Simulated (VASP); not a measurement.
# Si16Ge (a cell with a defect) in VASP: notebook

Runs on Si16Ge (a cell with a defect). Level: PBE. Tasks: single point.

Program: VASP 6.6.1. These are calculated values, not measurements. Logs are shortened: lines on timing, memory, paths and dates and some standing lists are left out, and cuts for length are marked.

### 1 The cell of the first run

The cell holds a defect, 17 atoms: a = 7.679 Å, b = 7.679 Å, c = 7.679 Å, α = 60.00°, β = 60.00°, γ = 60.00°.

### 2 Single point, PBE

The input, INCAR:

```
PREC = Accurate ; ENCUT = 520
EDIFF = 1E-6 ; ISMEAR = 0
SIGMA = 0.05 ; LREAL = Auto
LASPH = True ; NELM = 80
ALGO = Normal ; ISIF = 2
LWAVE = False ; LCHARG = True
GGA = PE ; LELF = True
LVHAR = True ; NBANDS = 53
```

The input, KPOINTS:

```
regular mesh
0
Gamma
  2 2 2
```

The input, POSCAR:

```
Si16Ge
1.0
    0.0000000000      5.4300000000      5.4300000000
    5.4300000000      0.0000000000      5.4300000000
    5.4300000000      5.4300000000      0.0000000000
Si Ge
16 1
Direct
    0.0109348987      0.0088418969     -0.0264958564
    0.1173263352      0.1648171271      0.1102399632
    0.0103248619      0.0091797422      0.5090528545
    0.1806244936      0.1071627993      0.6070526703
   -0.0725432781      0.5251644567      0.0250366483
    0.1180420810      0.6098321363      0.1097037753
    0.0109205341      0.4735636280      0.5087531308
    0.1173325967      0.6103311234      0.6647521179
    0.4902544199      0.0197728361     -0.0040555249
    0.6397290055      0.1255709945      0.1110964088
    0.5565373849     -0.0182727440      0.4815924494
    0.6391615101      0.1256071823      0.6254836096
    0.4909544199      0.4960065378     -0.0041282689
    0.5470308471      0.6518652855      0.1517420810
    0.4902643646      0.4960735727      0.5196339779
    0.6397377532      0.6112360958      0.6254320442
    0.0979501842      0.8014875691      0.3013652855
```

Potentials or basis: VASP PAW PBE potentials, release 64 (Si, Ge_d).

Launch:

```console
> cat potpaw_PBE.64/Si/POTCAR potpaw_PBE.64/Ge_d/POTCAR > POTCAR
> mpirun -np 1 vasp_std > vasp.out
```

OUTCAR:

```text
PREC = Accurate
   ENCUT = 520
   EDIFF = 1E-6
   ISMEAR = 0
   LREAL = Auto
   LASPH = True
   NELM = 80
   ISIF = 2
   GGA = PE

 ion  position               nearest neighbor table
   1  0.011  0.009  0.974-   4 2.32  10 2.33  17 2.44   6 2.51   2 2.51
   2  0.117  0.165  0.110-   5 2.31   9 2.34  17 2.46   3 2.51   1 2.51
   3  0.010  0.009  0.509-   4 2.32  12 2.33  17 2.44   2 2.51   8 2.51
   4  0.181  0.107  0.607-   3 2.32   7 2.32   1 2.32  11 2.36
   5  0.927  0.525  0.025-   6 2.31   8 2.31   2 2.31  14 2.39
   6  0.118  0.610  0.110-   5 2.31  13 2.34  17 2.46   1 2.51   7 2.51
   7  0.011  0.474  0.509-   4 2.32  16 2.33  17 2.44   6 2.51   8 2.51
   8  0.117  0.610  0.665-   5 2.31  15 2.34  17 2.46   3 2.51   7 2.51
   9  0.490  0.020  0.996-  12 2.33  10 2.33   2 2.34  14 2.35
  10  0.640  0.126  0.111-  13 2.33   9 2.33   1 2.33  11 2.34
  11  0.557  0.982  0.482-  12 2.34  16 2.34  10 2.34   4 2.36
  12  0.639  0.126  0.625-   3 2.33   9 2.33  15 2.33  11 2.34
  13  0.491  0.496  0.996-  10 2.33  16 2.33   6 2.34  14 2.35
  14  0.547  0.652  0.152-  15 2.35   9 2.35  13 2.35   5 2.39  17 2.82
  15  0.490  0.496  0.520-  12 2.33  16 2.33   8 2.34  14 2.35
  16  0.640  0.611  0.625-  13 2.33   7 2.33  15 2.33  11 2.34
  17  0.098  0.801  0.301-   1 2.44   7 2.44   3 2.44   2 2.46   8 2.46   6 2.46  14 2.82

  LATTYP: Found a face centered cubic cell.
 ALAT       =    10.8600000000

  Lattice vectors:

 A1 = (   0.0000000000,   5.4300000000,   5.4300000000)
 A2 = (   5.4300000000,   0.0000000000,   5.4300000000)
 A3 = (   5.4300000000,   5.4300000000,   0.0000000000)

Analysis of symmetry for initial positions (statically):
=====================================================================
 Subroutine PRICEL returns:
 Original cell was already a primitive cell.

 Routine SETGRP: Setting up the symmetry group for a
 face centered cubic supercell.

 Subroutine GETGRP returns: Found  1 space group operations
 (whereof  1 operations were pure point group operations)
 out of a pool of 48 trial point group operations.

The static configuration has the point symmetry C_1 .

Analysis of symmetry for dynamics (positions and initial velocities):
=====================================================================
 Subroutine PRICEL returns:
 Original cell was already a primitive cell.

 Routine SETGRP: Setting up the symmetry group for a
 face centered cubic supercell.

 Subroutine GETGRP returns: Found  1 space group operations
 (whereof  1 operations were pure point group operations)
 out of a pool of 48 trial point group operations.

The dynamic configuration has the point symmetry C_1 .

 Subroutine INISYM returns: Found  1 space group operations
 (whereof  1 operations are pure point group operations),
 and found     1 'primitive' translations

----------------------------------------------------------------------------------------

                                     Primitive cell

  volume of cell :     320.2060

  direct lattice vectors                    reciprocal lattice vectors
     0.000000000  5.430000000  5.430000000    -0.092081031  0.092081031  0.092081031
     5.430000000  0.000000000  5.430000000     0.092081031 -0.092081031  0.092081031
     5.430000000  5.430000000  0.000000000     0.092081031  0.092081031 -0.092081031

  length of vectors
     7.679179644  7.679179644  7.679179644     0.159489025  0.159489025  0.159489025

  position of ions in fractional coordinates (direct lattice)
     0.010934899  0.008841897  0.973504144
     0.117326335  0.164817127  0.110239963
     0.010324862  0.009179742  0.509052854
     0.180624494  0.107162799  0.607052670
     0.927456722  0.525164457  0.025036648
     0.118042081  0.609832136  0.109703775
[... 9 lines left out ...]
     0.639737753  0.611236096  0.625432044
     0.097950184  0.801487569  0.301365285

  ion indices of the primitive-cell ions
   primitive index   ion index
                 1           1
                 2           2
                 3           3
                 4           4
                 5           5
                 6           6
[... 9 lines left out ...]
                16          16
                17          17

----------------------------------------------------------------------------------------

 KPOINTS: regular mesh

Automatic generation of k-mesh.
 Grid dimensions read from file:
 generate k-points for:    2    2    2

 Generating k-lattice:

  Cartesian coordinates                     Fractional coordinates (reciprocal lattice)
    -0.046040516  0.046040516  0.046040516     0.500000000  0.000000000  0.000000000
     0.046040516 -0.046040516  0.046040516     0.000000000  0.500000000  0.000000000
     0.046040516  0.046040516 -0.046040516     0.000000000  0.000000000  0.500000000

  Length of vectors
     0.079744512  0.079744512  0.079744512

  Shift w.r.t. Gamma in fractional coordinates (k-lattice)
     0.000000000  0.000000000  0.000000000

 Subroutine IBZKPT returns following result:
 ===========================================

 Found      8 irreducible k-points:

 Following reciprocal coordinates:
            Coordinates               Weight
  0.000000  0.000000  0.000000      1.000000
  0.500000  0.000000  0.000000      1.000000
  0.000000  0.500000  0.000000      1.000000
  0.000000  0.000000  0.500000      1.000000
  0.500000  0.500000  0.500000      1.000000
  0.500000  0.500000  0.000000      1.000000
  0.000000  0.500000  0.500000      1.000000
  0.500000  0.000000  0.500000      1.000000
   k-points           NKPTS =      8   k-points in BZ     NKDIM =      8   number of bands    NBANDS=     53
   number of dos      NEDOS =    301   number of ions     NIONS =     17
   total plane-waves  NPLWV = 216000
   dimension x,y,z NGX =    60 NGY =   60 NGZ =   60
   dimension x,y,z NGXF=   120 NGYF=  120 NGZF=  120
   ions per type =              16   1
   NGX,Y,Z   is equivalent  to a cutoff of  12.99, 12.99, 12.99 a.u.
   NGXF,Y,Z  is equivalent  to a cutoff of  25.98, 25.98, 25.98 a.u.
 SYSTEM =  unknown system
   PREC   = accura    normal or accurate (medium, high low for compatibility)
   ISTART =      0    job   : 0-new  1-cont  2-samecut
   ICHARG =      2    charge: 1-file 2-atom 10-const
   ISPIN  =      1    spin polarized calculation?
   LNONCOLLINEAR =      F non collinear calculations
   LSORBIT =      F    spin-orbit coupling
   LASPH  =      T    aspherical Exc in radial PAW
   ENCUT  =  520.0 eV  38.22 Ry    6.18 a.u.  14.28 14.28 14.28*2*pi/ulx,y,z
   NELM   =     80;   NELMIN=  2; NELMDL= -5     # of ELM steps
   EDIFF  = 0.1E-05   stopping-criterion for ELM
   LREAL  =      T    real-space projection
   EDIFFG = 0.1E-04   stopping-criterion for IOM
   NSW    =      0    number of steps for IOM
   IBRION =     -1    ionic relax: 0-MD 1-quasi-New 2-CG
   NFREE  =      0    steps in history (QN), initial steepest desc. (CG)
   ISIF   =      2    stress and relaxation
   ISYM   =      2    0-nonsym 1-usesym 2-fastsym
   POTIM  = 0.5000    time-step for ionic-motion
   TEBEG  =    0.0;   TEEND  =   0.0 temperature during run
   PSTRESS=    0.0 pullay stress
   NELECT =      78.0000    total number of electrons
   NUPDOWN=      -1.0000    fix difference up-down
   EMIN   =  10.00;   EMAX   =-10.00  energy-range for DOS
   EFERMI =   0.00;   METHOD = LEGACY
   ISMEAR =     0;   SIGMA  =   0.05  broadening in eV -4-tet -1-fermi 0-gaus
   EFERMI_NEDOS =   21; number of points for ismear=-14 and -15
   IALGO  =     38    algorithm
   IMIX   =      4    mixing-type and parameters
     AMIX     =   0.40;   BMIX     =  1.00
     AMIX_MAG =   1.60;   BMIX_MAG =  1.00
  volume/ion in A,a.u.               =      18.84       127.11
  Fermi-wavevector in a.u.,A,eV,Ry     =   1.022421  1.932096 14.222785  1.045345
  Thomas-Fermi vector in A             =   2.156100
   LORBIT       =      0    0 simple, 1 ext, 2 COOP (PROOUT), +10 PAW based schemes
   GGA     = PE    functional components
   LHFCALC =     F    Hartree Fock is set to
   AEXX    =    0.0000 exact exchange contribution
   IVDW    =     0    specifies the selected vdW correction
   LEPSILON=     F    determine dielectric tensor
   LRPA    =     F    only Hartree local field effects (RPA)
 non-spin polarized calculation
 Gauss-broadening in eV      SIGMA  =   0.05
  energy-cutoff  :      520.00
  volume of cell :      320.21
 maximum number of plane-waves:      8646
 NGX is ok and might be reduce to    60
   NGX = 29   NGY = 29   NGZ = 29

 number of electron      77.9999999 magnetization

 Free energy of the ion-electron system (eV)
  ---------------------------------------------------
  ext. energy  EPLUGINS =         0.00000000
  ---------------------------------------------------
  free energy    TOTEN  =       -86.35343858 eV

  energy without entropy =      -86.34114025  energy(sigma->0) =      -86.34728942

 E-fermi :   6.6942     XC(G=0):  -9.7717

 val. band max:        6.6610562319   @ k =   0.0000   0.5000   0.5000
 cond. band min:       6.7146872023   @ k =   0.0000   0.0000   0.0000
 fundamental gap:      0.0536309704
 Fermi energy:         6.6942436632

 k-point     1 :       0.0000    0.0000    0.0000
  band No.  band energies     occupation
      1     -17.9923      2.00000
      2     -17.9921      2.00000
      3     -17.8752      2.00000
      4     -17.8750      2.00000
      5     -17.8711      2.00000
      6      -6.3598      2.00000
[... 43 lines left out ...]
     50       8.5722      0.00000
     51       8.8396      0.00000

 k-point     2 :       0.5000    0.0000    0.0000
  band No.  band energies     occupation
      1     -17.9923      2.00000
      2     -17.9921      2.00000
      3     -17.8752      2.00000
      4     -17.8750      2.00000
      5     -17.8711      2.00000
      6      -6.0142      2.00000
[... 316 lines left out ...]
 k-point     8 :       0.5000    0.0000    0.5000
  band No.  band energies     occupation
      1     -17.9923      2.00000
      2     -17.9921      2.00000
      3     -17.8752      2.00000
      4     -17.8750      2.00000
      5     -17.8711      2.00000
      6      -5.8349      2.00000
[... 43 lines left out ...]
     50      10.3631      0.00000
     51      10.4372      0.00000
 [bands above 51 left out]

------------------------ aborting loop because EDIFF is reached ----------------------------------------

  FORCE on cell =-STRESS in cart. coord.  units (eV):
  Direction    XX          YY          ZZ          XY          YZ          ZX
  --------------------------------------------------------------------------------------
  -------------------------------------------------------------------------------------
  Total       11.1452450     11.1482311     11.1466422      1.3591802     -1.3220416      1.3580014
  in kB       55.7661571     55.7810981     55.7731483      6.8007709     -6.6149449      6.7948724
  external PRESSURE =      55.7734678 kB  Pullay stress =       0.0000000 kB

 VOLUME and BASIS-vectors are now :
 -----------------------------------------------------------------------------
  energy-cutoff  :      520.00
  volume of cell :      320.21
      direct lattice vectors                 reciprocal lattice vectors
     0.000000000  5.430000000  5.430000000    -0.092081031  0.092081031  0.092081031
     5.430000000  0.000000000  5.430000000     0.092081031 -0.092081031  0.092081031
     5.430000000  5.430000000  0.000000000     0.092081031  0.092081031 -0.092081031

 POSITION                                       TOTAL-FORCE (eV/Angst)
 -----------------------------------------------------------------------------------
      5.33414      5.34550      0.10739        -0.001344      0.002259     -0.001382
      1.49356      1.23569      1.53204         0.004683     -0.006712      0.001350
      2.81400      2.82022      0.10591        -0.003214      0.003777      0.002547
      3.87819      4.27709      1.56269         0.003402     -0.003812     -0.006548
      2.98759      5.17204      7.88773        -0.008657      0.002882      0.000234
      3.90708      1.23666      3.95236         0.003616     -0.000555     -0.001365
[... 9 lines left out ...]
      6.71511      6.86987      6.79279         0.001974     -0.002795     -0.001042
      5.98849      2.16828      4.88395        -0.006137      0.003683     -0.002485
 -----------------------------------------------------------------------------------
    total drift:                               -0.003513      0.001625      0.002860

  FREE ENERGIE OF THE ION-ELECTRON SYSTEM (eV)
  ---------------------------------------------------
  free  energy   TOTEN  =       -86.3534385807 eV

  energy  without entropy=      -86.3411402511  energy(sigma->0) =      -86.34728942
```

It took 2.7 min on 1 thread of Intel Xeon 6975P-C (Granite Rapids), shared host; peak memory 0.49 GiB.

Results:

| Item | Value |
| --- | --- |
| Free energy | -86.3534 eV |
| Pressure | 5.6 GPa |
| Largest force | 0.009 eV/Å |
| Band gap on the k mesh | 0.05 eV |

Forces in eV/Å, atoms in the order of the input:
```
Si  -0.001  0.002 -0.001
Si   0.005 -0.007  0.001
Si  -0.003  0.004  0.003
Si   0.003 -0.004 -0.007
Si  -0.009  0.003  0.000
Si   0.004 -0.001 -0.001
Si   0.001 -0.002  0.008
Si   0.001 -0.003 -0.005
Si  -0.001  0.002  0.005
Si   0.001  0.001 -0.002
Si   0.001  0.000  0.000
Si   0.002  0.001  0.002
Si   0.001  0.001  0.002
Si   0.000 -0.005 -0.004
Si   0.000  0.005  0.002
Si   0.002 -0.003 -0.001
Ge  -0.006  0.004 -0.002
```

Caveat: the k points lie up to 0.50 Å⁻¹ apart.

(Continued in part 2 of 3.)
